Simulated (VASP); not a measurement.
# GaN (F-43m) in VASP: further runs, part 3 of 4

VASP 6.6.1. The steps go on from the part before.

### Step 4. Single point, PBE

INCAR reads:

```
ALGO = Normal ; EDIFF = 1E-7
ENCUT = 520 ; GGA = PE
ISIF = 2 ; ISMEAR = 0
LASPH = T ; LCHARG = F
LREAL = F ; LWAVE = F
NBANDS = 16 ; NELM = 60
PREC = Accurate ; SIGMA = 0.01
```

KPOINTS reads:

```
k-points
0
Gamma
  10 10 10
```

POSCAR reads:

```
GaN
1.0
    0.0000000000      2.2742384894      2.2742384894
    2.2742384894      0.0000000000      2.2742384894
    2.2742384894      2.2742384894      0.0000000000
Ga N
1 1
Direct
    0.0000000000      0.0000000000      0.0000000000
    0.7500000000      0.7500000000      0.7500000000
```

Potentials or basis: VASP PAW PBE potentials, release 64 (Ga_d, N).

On the command line:

```sh
$ cat potpaw_PBE.64/Ga_d/POTCAR potpaw_PBE.64/N/POTCAR > POTCAR
$ mpirun -np 1 vasp_std > vasp.out
```

OUTCAR:

```text
EDIFF = 1E-7
   ENCUT = 520
   GGA = PE
   ISIF = 2
   ISMEAR = 0
   LASPH = T
   LREAL = F
   NELM = 60
   PREC = Accurate

 ion  position               nearest neighbor table
   1  0.000  0.000  0.000-   2 1.97   2 1.97   2 1.97   2 1.97
   2  0.750  0.750  0.750-   1 1.97   1 1.97   1 1.97   1 1.97

  LATTYP: Found a face centered cubic cell.
 ALAT       =     4.5484769788

  Lattice vectors:

 A1 = (   0.0000000000,   2.2742384894,   2.2742384894)
 A2 = (   2.2742384894,   0.0000000000,   2.2742384894)
 A3 = (   2.2742384894,   2.2742384894,   0.0000000000)

Analysis of symmetry for initial positions (statically):
=====================================================================
 Subroutine PRICEL returns:
 Original cell was already a primitive cell.

 Routine SETGRP: Setting up the symmetry group for a
 face centered cubic supercell.

 Subroutine GETGRP returns: Found 24 space group operations
 (whereof 24 operations were pure point group operations)
 out of a pool of 48 trial point group operations.

The static configuration has the point symmetry T_d .

Analysis of symmetry for dynamics (positions and initial velocities):
=====================================================================
 Subroutine PRICEL returns:
 Original cell was already a primitive cell.

 Routine SETGRP: Setting up the symmetry group for a
 face centered cubic supercell.

 Subroutine GETGRP returns: Found 24 space group operations
 (whereof 24 operations were pure point group operations)
 out of a pool of 48 trial point group operations.

The dynamic configuration has the point symmetry T_d .

 Subroutine INISYM returns: Found 24 space group operations
 (whereof 24 operations are pure point group operations),
 and found     1 'primitive' translations

----------------------------------------------------------------------------------------

                                     Primitive cell

  volume of cell :      23.5255

  direct lattice vectors                    reciprocal lattice vectors
     0.000000000  2.274238489  2.274238489    -0.219853811  0.219853811  0.219853811
     2.274238489  0.000000000  2.274238489     0.219853811 -0.219853811  0.219853811
     2.274238489  2.274238489  0.000000000     0.219853811  0.219853811 -0.219853811

  length of vectors
     3.216258916  3.216258916  3.216258916     0.380797972  0.380797972  0.380797972

  position of ions in fractional coordinates (direct lattice)
     0.000000000  0.000000000  0.000000000
     0.750000000  0.750000000  0.750000000

  ion indices of the primitive-cell ions
   primitive index   ion index
                 1           1
                 2           2

----------------------------------------------------------------------------------------

 KPOINTS: k-points

Automatic generation of k-mesh.
 Grid dimensions read from file:
 generate k-points for:   10   10   10

 Generating k-lattice:

  Cartesian coordinates                     Fractional coordinates (reciprocal lattice)
    -0.021985381  0.021985381  0.021985381     0.100000000  0.000000000  0.000000000
     0.021985381 -0.021985381  0.021985381     0.000000000  0.100000000  0.000000000
     0.021985381  0.021985381 -0.021985381     0.000000000  0.000000000  0.100000000

  Length of vectors
     0.038079797  0.038079797  0.038079797

  Shift w.r.t. Gamma in fractional coordinates (k-lattice)
     0.000000000  0.000000000  0.000000000

 Subroutine IBZKPT returns following result:
 ===========================================

 Found     47 irreducible k-points:

 Following reciprocal coordinates:
            Coordinates               Weight
  0.000000  0.000000  0.000000      1.000000
  0.100000  0.000000  0.000000      8.000000
  0.200000  0.000000  0.000000      8.000000
  0.300000  0.000000  0.000000      8.000000
  0.400000  0.000000  0.000000      8.000000
  0.500000  0.000000  0.000000      4.000000
[... 16 lines left out ...]
  0.300000  0.300000  0.000000      6.000000
  0.400000  0.300000  0.000000     24.000000
 [... further k-points ...]
   k-points           NKPTS =     47   k-points in BZ     NKDIM =     47   number of bands    NBANDS=     16
   number of dos      NEDOS =    301   number of ions     NIONS =      2
   total plane-waves  NPLWV =  13824
   dimension x,y,z NGX =    24 NGY =   24 NGZ =   24
   dimension x,y,z NGXF=    48 NGYF=   48 NGZF=   48
   ions per type =               1   1
   NGX,Y,Z   is equivalent  to a cutoff of  12.41, 12.41, 12.41 a.u.
   NGXF,Y,Z  is equivalent  to a cutoff of  24.81, 24.81, 24.81 a.u.
 SYSTEM =  unknown system
   PREC   = accura    normal or accurate (medium, high low for compatibility)
   ISTART =      0    job   : 0-new  1-cont  2-samecut
   ICHARG =      2    charge: 1-file 2-atom 10-const
   ISPIN  =      1    spin polarized calculation?
   LNONCOLLINEAR =      F non collinear calculations
   LSORBIT =      F    spin-orbit coupling
   LASPH  =      T    aspherical Exc in radial PAW
   ENCUT  =  520.0 eV  38.22 Ry    6.18 a.u.   5.98  5.98  5.98*2*pi/ulx,y,z
   NELM   =     60;   NELMIN=  2; NELMDL= -5     # of ELM steps
   EDIFF  = 0.1E-06   stopping-criterion for ELM
   LREAL  =      F    real-space projection
   EDIFFG = 0.1E-05   stopping-criterion for IOM
   NSW    =      0    number of steps for IOM
   IBRION =     -1    ionic relax: 0-MD 1-quasi-New 2-CG
   NFREE  =      0    steps in history (QN), initial steepest desc. (CG)
   ISIF   =      2    stress and relaxation
   ISYM   =      2    0-nonsym 1-usesym 2-fastsym
   POTIM  = 0.5000    time-step for ionic-motion
   TEBEG  =    0.0;   TEEND  =   0.0 temperature during run
   PSTRESS=    0.0 pullay stress
   NELECT =      18.0000    total number of electrons
   NUPDOWN=      -1.0000    fix difference up-down
   EMIN   =  10.00;   EMAX   =-10.00  energy-range for DOS
   EFERMI =   0.00;   METHOD = LEGACY
   ISMEAR =     0;   SIGMA  =   0.01  broadening in eV -4-tet -1-fermi 0-gaus
   EFERMI_NEDOS =   21; number of points for ismear=-14 and -15
   IALGO  =     38    algorithm
   IMIX   =      4    mixing-type and parameters
     AMIX     =   0.40;   BMIX     =  1.00
     AMIX_MAG =   1.60;   BMIX_MAG =  1.00
  volume/ion in A,a.u.               =      11.76        79.38
  Fermi-wavevector in a.u.,A,eV,Ry     =   1.497337  2.829557 30.504523  2.242019
  Thomas-Fermi vector in A             =   2.609238
   LORBIT       =      0    0 simple, 1 ext, 2 COOP (PROOUT), +10 PAW based schemes
   GGA     = PE    functional components
   LHFCALC =     F    Hartree Fock is set to
   AEXX    =    0.0000 exact exchange contribution
   IVDW    =     0    specifies the selected vdW correction
   LEPSILON=     F    determine dielectric tensor
   LRPA    =     F    only Hartree local field effects (RPA)
 non-spin polarized calculation
 Gauss-broadening in eV      SIGMA  =   0.01
  energy-cutoff  :      520.00
  volume of cell :       23.53
 maximum number of plane-waves:       644
   NGX = 11   NGY = 11   NGZ = 11

 number of electron      17.9999986 magnetization

 Free energy of the ion-electron system (eV)
  ---------------------------------------------------
  ext. energy  EPLUGINS =         0.00000000
  ---------------------------------------------------
  free energy    TOTEN  =       -12.15355507 eV

  energy without entropy =      -12.15355507  energy(sigma->0) =      -12.15355507

 E-fermi :   5.0772     XC(G=0): -11.5206

 val. band max:        4.9868079422   @ k =   0.0000   0.0000   0.0000
 cond. band min:       6.5339488421   @ k =   0.0000   0.0000   0.0000
 fundamental gap:      1.5471408999
 Fermi energy:         5.0771962309

 k-point     1 :       0.0000    0.0000    0.0000
  band No.  band energies     occupation
      1     -10.7158      2.00000
      2      -8.4355      2.00000
      3      -8.4355      2.00000
      4      -8.4355      2.00000
      5      -8.1427      2.00000
      6      -8.1427      2.00000
[... 8 lines left out ...]
     15      23.6343      0.00000
     16      23.6343      0.00000

 k-point     2 :       0.1000    0.0000    0.0000
  band No.  band energies     occupation
      1     -10.6123      2.00000
      2      -8.4230      2.00000
      3      -8.4230      2.00000
      4      -8.3945      2.00000
      5      -8.1439      2.00000
      6      -8.1439      2.00000
[... 8 lines left out ...]
     15      22.3533      0.00000
     16      22.3533      0.00000
[... 387 lines left out ...]
      5      -8.0962      2.00000
      6      -7.6331      2.00000
[... 8 lines left out ...]
     15      26.7566      0.00000
     16      26.9879      0.00000

 k-point    24 :       0.4000    0.3000    0.0000
  band No.  band energies     occupation
      1      -9.8385      2.00000
      2      -8.3117      2.00000
      3      -8.2291      2.00000
      4      -8.2290      2.00000
      5      -8.0868      2.00000
      6      -7.1857      2.00000
[... 8 lines left out ...]
     15      26.8471      0.00000
     16      27.1165      0.00000

 [... further k-points ...]
[... 5 lines left out ...]
  --------------------------------------------------------------------------------------
  -------------------------------------------------------------------------------------
  Total        0.0123398      0.0123398      0.0123398      0.0000000      0.0000000      0.0000000
  in kB        0.8403895      0.8403895      0.8403895      0.0000000      0.0000000      0.0000000
  external PRESSURE =       0.8403895 kB  Pullay stress =       0.0000000 kB

 VOLUME and BASIS-vectors are now :
 -----------------------------------------------------------------------------
  energy-cutoff  :      520.00
  volume of cell :       23.53
      direct lattice vectors                 reciprocal lattice vectors
     0.000000000  2.274238489  2.274238489    -0.219853811  0.219853811  0.219853811
     2.274238489  0.000000000  2.274238489     0.219853811 -0.219853811  0.219853811
     2.274238489  2.274238489  0.000000000     0.219853811  0.219853811 -0.219853811

 POSITION                                       TOTAL-FORCE (eV/Angst)
 -----------------------------------------------------------------------------------
      0.00000      0.00000      0.00000        -0.000000     -0.000000     -0.000000
      3.41136      3.41136      3.41136         0.000000      0.000000      0.000000
 -----------------------------------------------------------------------------------
    total drift:                               -0.000002     -0.000002     -0.000001

  FREE ENERGIE OF THE ION-ELECTRON SYSTEM (eV)
  ---------------------------------------------------
  free  energy   TOTEN  =       -12.1535550670 eV

  energy  without entropy=      -12.1535550670  energy(sigma->0) =      -12.15355507
```

OSZICAR:

```text
N       E                     dE             d eps       ncg     rms          rms(c)
DAV:   1     0.856476972214E+02    0.85648E+02   -0.93361E+03  1664   0.202E+03
DAV:   2    -0.775007064355E+01   -0.93398E+02   -0.87149E+02  1728   0.337E+02
DAV:   3    -0.140358519114E+02   -0.62858E+01   -0.62608E+01  1776   0.726E+01
DAV:   4    -0.141101902730E+02   -0.74338E-01   -0.74333E-01  1864   0.859E+00
DAV:   5    -0.141112251693E+02   -0.10349E-02   -0.10349E-02  1800   0.917E-01    0.762E+00
DAV:   6    -0.121559646850E+02    0.19553E+01   -0.49454E+00  2264   0.389E+01    0.269E+00
DAV:   7    -0.121613672226E+02   -0.54025E-02   -0.30592E-01  1672   0.667E+00    0.176E+00
DAV:   8    -0.121577476399E+02    0.36196E-02   -0.63365E-02  1696   0.319E+00    0.838E-01
DAV:   9    -0.121532376279E+02    0.45100E-02   -0.13967E-02  2296   0.258E+00    0.222E-01
DAV:  10    -0.121536458665E+02   -0.40824E-03   -0.14151E-03  1680   0.484E-01    0.114E-01
DAV:  11    -0.121535502448E+02    0.95622E-04   -0.26353E-04  2240   0.258E-01    0.768E-03
DAV:  12    -0.121535553446E+02   -0.50998E-05   -0.29808E-05  1672   0.500E-02    0.832E-03
DAV:  13    -0.121535551405E+02    0.20413E-06   -0.64250E-07  1968   0.126E-02    0.237E-03
DAV:  14    -0.121535550670E+02    0.73465E-07   -0.43823E-08  1296   0.262E-03
   1 F= -.12153555E+02 E0= -.12153555E+02  d E =-.557594E-40
```

stdout:

```text
POSCAR found type information on POSCAR GaN
 POSCAR found :  2 types and       2 ions
 scaLAPACK will be used
 LDA part: xc-table for (Slater+PW92), standard interpolation
 POSCAR, INCAR and KPOINTS ok, starting setup
 FFT: planning ... GRIDC
 FFT: planning ... GRID_SOFT
 FFT: planning ... GRID
 WAVECAR not read
 entering main loop
```

It took 8.8 s on 1 thread of Intel Xeon Platinum 8375C at 2.90GHz (Ice Lake), shared host; peak memory 0.14 GiB.

What came out:

| Quantity | Value |
| --- | --- |
| Free energy | -12.1536 eV |
| Pressure | 0.1 GPa |
| Band gap on the k mesh | 1.55 eV, direct |

Levels at points of the mesh, in eV from the valence-band top:
| k point | band 5 | band 6 | band 7 | band 8 | band 9 | band 10 | band 11 | band 12 | band 13 | band 14 |
| --- | --- | --- | --- | --- | --- | --- | --- | --- | --- | --- |
| (0.00, 0.00, 0.00) | -13.13 | -13.13 | 0.00 | 0.00 | 0.00 | 1.55 | 10.13 | 10.13 | 10.13 | 17.23 |
| (0.50, 0.00, 0.00) | -13.09 | -11.88 | -6.86 | -0.93 | -0.93 | 4.45 | 8.59 | 10.22 | 10.22 | 15.40 |
| (0.50, 0.50, 0.00) | -13.06 | -11.45 | -6.01 | -2.61 | -2.61 | 3.34 | 6.50 | 11.52 | 13.67 | 13.67 |

PBE gaps usually lie below the measured ones, often by a third to a half.

### Step 5. Relaxation of cell and atoms, PBE

INCAR reads:

```
SYSTEM = GaN
PREC = Accurate
ENCUT = 600
EDIFF = 1E-6
ISMEAR = 0
SIGMA = 0.01
LREAL = .False.
LASPH = .True.
NELM = 100
ALGO = Normal
ISIF = 3
LWAVE = .False.
LCHARG = .False.
GGA = PE
IBRION = 2
NSW = 80
EDIFFG = -0.001
```

KPOINTS reads:

```
Automatic mesh
0
Gamma
  10 10 10
  0 0 0
```

POSCAR is that of step 4.

On the command line:

```sh
$ cat potpaw_PBE.64/Ga_d/POTCAR potpaw_PBE.64/N/POTCAR > POTCAR
$ mpirun -np 1 vasp_std > vasp.out
```

It took 41 s on 1 thread of Intel Xeon Platinum 8375C at 2.90GHz (Ice Lake), shared host; peak memory 0.16 GiB.

It converged, with:

```
Free energy                            : -12.1551 eV
Relaxed volume                         : 11.76 Å³/atom
Relaxed cell                           : a = 3.216 Å, b = 3.216 Å, c = 3.216 Å, α = 60.00°, β = 60.00°, γ = 60.00°
Space group after relaxing (to 0.05 Å) : F-43m (No. 216)
Energy gained by relaxing              : 0.0 meV/atom
Ionic steps                            : 7
Pressure after relaxing                : 0.0 GPa
Band gap on the k mesh                 : 1.55 eV, direct
```

Final structure:
```xyz
2
Lattice="0.0000 2.2740 2.2740 2.2740 0.0000 2.2740 2.2740 2.2740 0.0000" Properties=species:S:1:pos:R:3 pbc="T T T"
Ga    0.0000    0.0000    0.0000
N     3.4109    3.4109    3.4109
```

Levels at points of the mesh, in eV from the valence-band top:
```
           k point  band 5  band 6  band 7  band 8  band 9  band 10  band 11  band 12  band 13
(0.00, 0.00, 0.00)  -13.13  -13.13    0.00    0.00    0.00     1.55    10.13    10.13    10.13
(0.50, 0.00, 0.00)  -13.09  -11.88   -6.86   -0.93   -0.93     4.45     8.59    10.22    10.22
(0.50, 0.50, 0.00)  -13.06  -11.45   -6.01   -2.61   -2.61     3.34     6.50    11.52    13.68
```

[end of part 3 of 4]
